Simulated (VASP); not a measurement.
# Ag (I4/mmm) in VASP: single point with r2SCAN

Aim: the single point of Ag with r2SCAN.

Everything below comes from runs of VASP 6.6.1. Logs are shortened: lines on timing, memory, paths and dates and some standing lists are left out, and cuts for length are marked.

## 1. The cell of the first run

It takes space group I4/mmm (No. 139, tetragonal). The conventional cell has a = 3.367 Å, b = 3.367 Å, c = 3.067 Å, α = 90.00°, β = 90.00°, γ = 90.00°. Ag (site symmetry 4/mmm) has 14 Ag at 2.83 to 3.37 Å within 3.7 Å.

## 2. Single point, r2SCAN (biaxial strain in the a-b plane: +3.0 %, then relaxed in part)

Contents of POSCAR:

```
Ag
1.0
    3.3665913529      0.0000000000      0.0000000000
    0.0000000000      3.3665913529      0.0000000000
    0.0000000000      0.0000000000      3.0668597603
Ag
2
Direct
    0.0000000000      0.0000000000      0.0000000000
    0.5000000000      0.5000000000      0.5000000000
```

Contents of INCAR.step1:

```
PREC = Accurate
ENCUT = 520
ISMEAR = 0
SIGMA = 0.1
LREAL = False
LASPH = True
NELM = 100
NBANDS = 18
GGA = PE
ALGO = Normal
EDIFF = 1E-4
LWAVE = True
LCHARG = False
```

Contents of INCAR.step2:

```
PREC = Accurate
ENCUT = 520
EDIFF = 1E-7
ISMEAR = 0
SIGMA = 0.1
LREAL = False
LASPH = True
NELM = 100
ALGO = Normal
ISIF = 2
LWAVE = False
LCHARG = True
METAGGA = R2SCAN
LMIXTAU = True
LELF = True
LVHAR = True
NBANDS = 18
ISTART = 1
```

Contents of KPOINTS:

```
Automatic mesh
0
Gamma
  16 16 16
```

Potentials or basis: VASP PAW PBE potentials, release 64 (Ag).

Launch:

```sh
$ cat potpaw_PBE.64/Ag/POTCAR > POTCAR
$ cp INCAR.step1 INCAR
$ mpirun -np 1 vasp_std > vasp.out
$ cp INCAR.step2 INCAR
$ mpirun -np 1 vasp_std > vasp.out
```

OUTCAR:

```text
PREC = Accurate
   ENCUT = 520
   EDIFF = 1E-7
   ISMEAR = 0
   LREAL = False
   LASPH = True
   NELM = 100
   ISIF = 2
   METAGGA = R2SCAN
   ISTART = 1

 ion  position               nearest neighbor table
   1  0.000  0.000  0.000-   2 2.83   2 2.83   2 2.83   2 2.83   2 2.83   2 2.83   2 2.83   2 2.83

   2  0.500  0.500  0.500-   1 2.83   1 2.83   1 2.83   1 2.83   1 2.83   1 2.83   1 2.83   1 2.83

  LATTYP: Found a simple tetragonal cell.
 ALAT       =     3.3665913529
 C/A-ratio  =     0.9109688224

  Lattice vectors:

 A1 = (   3.3665913529,   0.0000000000,   0.0000000000)
 A2 = (   0.0000000000,   3.3665913529,   0.0000000000)
 A3 = (   0.0000000000,   0.0000000000,   3.0668597603)

Analysis of symmetry for initial positions (statically):
=====================================================================
 Subroutine PRICEL returns following result:

  LATTYP: Found a body centered tetragonal cell.
 ALAT       =     3.3665913529
 C/A-ratio  =     0.9109688224

  Lattice vectors:

 A1 = (  -1.6832956765,  -1.6832956765,  -1.5334298802)
 A2 = (   1.6832956765,   1.6832956765,  -1.5334298802)
 A3 = (   1.6832956765,  -1.6832956765,   1.5334298802)

   2 primitive cells build up your supercell.

 Routine SETGRP: Setting up the symmetry group for a
 simple tetragonal supercell.

 Subroutine GETGRP returns: Found 16 space group operations
 (whereof 16 operations were pure point group operations)
 out of a pool of 16 trial point group operations.

The static configuration has the point symmetry D_4h.

Analysis of symmetry for dynamics (positions and initial velocities):
=====================================================================
 Subroutine PRICEL returns following result:

  LATTYP: Found a body centered tetragonal cell.
 ALAT       =     3.3665913529
 C/A-ratio  =     0.9109688224

  Lattice vectors:

 A1 = (  -1.6832956765,  -1.6832956765,  -1.5334298802)
 A2 = (   1.6832956765,   1.6832956765,  -1.5334298802)
 A3 = (   1.6832956765,  -1.6832956765,   1.5334298802)

   2 primitive cells build up your supercell.

 Routine SETGRP: Setting up the symmetry group for a
 simple tetragonal supercell.

 Subroutine GETGRP returns: Found 16 space group operations
[... 89 lines left out ...]
   NGX,Y,Z   is equivalent  to a cutoff of  13.83, 13.83, 13.01 a.u.
   NGXF,Y,Z  is equivalent  to a cutoff of  27.65, 27.65, 26.02 a.u.
 SYSTEM =  unknown system
   PREC   = accura    normal or accurate (medium, high low for compatibility)
   ISTART =      1    job   : 0-new  1-cont  2-samecut
   ICHARG =      0    charge: 1-file 2-atom 10-const
   ISPIN  =      1    spin polarized calculation?
   LNONCOLLINEAR =      F non collinear calculations
   LSORBIT =      F    spin-orbit coupling
   LASPH  =      T    aspherical Exc in radial PAW
   ENCUT  =  520.0 eV  38.22 Ry    6.18 a.u.   6.26  6.26  5.70*2*pi/ulx,y,z
   NELM   =    100;   NELMIN=  2; NELMDL=  0     # of ELM steps
   EDIFF  = 0.1E-06   stopping-criterion for ELM
   LREAL  =      F    real-space projection
   EDIFFG = 0.1E-05   stopping-criterion for IOM
   NSW    =      0    number of steps for IOM
   IBRION =     -1    ionic relax: 0-MD 1-quasi-New 2-CG
   NFREE  =      0    steps in history (QN), initial steepest desc. (CG)
   ISIF   =      2    stress and relaxation
   ISYM   =      2    0-nonsym 1-usesym 2-fastsym
   POTIM  = 0.5000    time-step for ionic-motion
   TEBEG  =    0.0;   TEEND  =   0.0 temperature during run
   PSTRESS=    0.0 pullay stress
   NELECT =      22.0000    total number of electrons
   NUPDOWN=      -1.0000    fix difference up-down
   EMIN   =  10.00;   EMAX   =-10.00  energy-range for DOS
   EFERMI =   0.00;   METHOD = LEGACY
   ISMEAR =     0;   SIGMA  =   0.10  broadening in eV -4-tet -1-fermi 0-gaus
   EFERMI_NEDOS =   21; number of points for ismear=-14 and -15
   IALGO  =     38    algorithm
   IMIX   =      4    mixing-type and parameters
     AMIX     =   0.40;   BMIX     =  1.00
     AMIX_MAG =   1.60;   BMIX_MAG =  1.00
  volume/ion in A,a.u.               =      17.38       117.28
  Fermi-wavevector in a.u.,A,eV,Ry     =   1.405586  2.656173 26.880657  1.975673
  Thomas-Fermi vector in A             =   2.528032
   LORBIT       =      0    0 simple, 1 ext, 2 COOP (PROOUT), +10 PAW based schemes
   METAGGA = R2SCAN    functional components
   LHFCALC =     F    Hartree Fock is set to
   AEXX    =    0.0000 exact exchange contribution
   IVDW    =     0    specifies the selected vdW correction
   LEPSILON=     F    determine dielectric tensor
   LRPA    =     F    only Hartree local field effects (RPA)
 non-spin polarized calculation
 Gauss-broadening in eV      SIGMA  =   0.10
  energy-cutoff  :      520.00
  volume of cell :       34.76
 maximum number of plane-waves:       951
 NGX is ok and might be reduce to    28
   NGX = 13   NGY = 13   NGZ = 11

 number of electron      21.9999987 magnetization

 Free energy of the ion-electron system (eV)
  ---------------------------------------------------
  ext. energy  EPLUGINS =         0.00000000
  ---------------------------------------------------
  free energy    TOTEN  =       -42.65260338 eV

  energy without entropy =      -42.64894216  energy(sigma->0) =      -42.65077277

 E-fermi :   8.2203     XC(G=0): -12.8331

 val. band max:        8.2191873152   @ k =   0.5000   0.3125   0.1875
 cond. band min:       8.2210759776   @ k =   0.3125   0.1250   0.5000
 fundamental gap:      0.0018886624
 Fermi energy:         8.2202592123

 k-point     1 :       0.0000    0.0000    0.0000
  band No.  band energies     occupation
      1       0.3649      2.00000
      2       1.5557      2.00000
      3       1.5564      2.00000
      4       2.7159      2.00000
      5       3.1662      2.00000
      6       3.1662      2.00000
[... 481 lines left out ...]
      5       3.3485      2.00000
      6       3.3485      2.00000
[... 10 lines left out ...]
     17      24.0953      0.00000
     18      24.0953      0.00000

 [... further k-points ...]
[... 5 lines left out ...]
  --------------------------------------------------------------------------------------
  -------------------------------------------------------------------------------------
  Total        0.1208179      0.1208179      0.0287501      0.0000000     -0.0000000      0.0000000
  in kB        5.5688721      5.5688721      1.3251793      0.0000000     -0.0000000      0.0000000
  external PRESSURE =       4.1543078 kB  Pullay stress =       0.0000000 kB

 VOLUME and BASIS-vectors are now :
 -----------------------------------------------------------------------------
  energy-cutoff  :      520.00
  volume of cell :       34.76
      direct lattice vectors                 reciprocal lattice vectors
     3.366591353  0.000000000  0.000000000     0.297036348  0.000000000  0.000000000
     0.000000000  3.366591353  0.000000000     0.000000000  0.297036348  0.000000000
     0.000000000  0.000000000  3.066859760     0.000000000  0.000000000  0.326066426

 POSITION                                       TOTAL-FORCE (eV/Angst)
 -----------------------------------------------------------------------------------
      0.00000      0.00000      0.00000         0.000000      0.000000     -0.000000
      1.68330      1.68330      1.53343        -0.000000     -0.000000      0.000000
 -----------------------------------------------------------------------------------
    total drift:                                0.000000      0.000000      0.000000

  FREE ENERGIE OF THE ION-ELECTRON SYSTEM (eV)
  ---------------------------------------------------
  free  energy   TOTEN  =       -42.6526033817 eV

  energy  without entropy=      -42.6489421595  energy(sigma->0) =      -42.65077277
```

OUTCAR.step1:

```text
PREC = Accurate
   ENCUT = 520
   ISMEAR = 0
   LREAL = False
   LASPH = True
[... 748 lines left out ...]
      0.00000      0.00000      0.00000         0.000000      0.000000     -0.000000
      1.68330      1.68330      1.53343        -0.000000     -0.000000      0.000000
 -----------------------------------------------------------------------------------
    total drift:                                0.000000      0.000000      0.000000

  FREE ENERGIE OF THE ION-ELECTRON SYSTEM (eV)
  ---------------------------------------------------
  free  energy   TOTEN  =        -5.3642358594 eV

  energy  without entropy=       -5.3604991776  energy(sigma->0) =       -5.36236752
```

OSZICAR.step1:

```text
N       E                     dE             d eps       ncg     rms          rms(c)
DAV:   1     0.127288159025E+03    0.12729E+03   -0.11419E+04 14748   0.119E+03
DAV:   2    -0.375356506665E+01   -0.13104E+03   -0.12462E+03 15230   0.268E+02
DAV:   3    -0.585459223051E+01   -0.21010E+01   -0.20937E+01 16458   0.382E+01
DAV:   4    -0.586200792749E+01   -0.74157E-02   -0.74152E-02 15652   0.225E+00
DAV:   5    -0.586207827659E+01   -0.70349E-04   -0.70349E-04 15700   0.227E-01    0.702E+00
DAV:   6    -0.538445118762E+01    0.47763E+00   -0.12108E+00 14884   0.116E+01    0.463E+00
DAV:   7    -0.536979008850E+01    0.14661E-01   -0.14819E-02 15484   0.112E+00    0.262E+00
DAV:   8    -0.536421916342E+01    0.55709E-02   -0.11765E-03 15548   0.277E-01    0.115E-01
DAV:   9    -0.536423585938E+01   -0.16696E-04   -0.15440E-05  8288   0.299E-02
   1 F= -.53642359E+01 E0= -.53623675E+01  d E =-.373668E-02
```

Run time: 6.2 min. Hardware: 1 thread of Intel Xeon 6975P-C (Granite Rapids), shared host; peak memory 0.32 GiB.

Results:

```yaml
Free_energy: -42.6526 eV
Pressure: 0.4 GPa
Band_gap_on_the_k_mesh: zero (bands 11 and 12 overlap by 8.35 eV)
```

Caveat: the cell differs from its parent crystal (biaxial strain in the a-b plane: +3.0 %, then relaxed in part); the PAW data sets were made with another functional, which shifts forces and pressure a little.
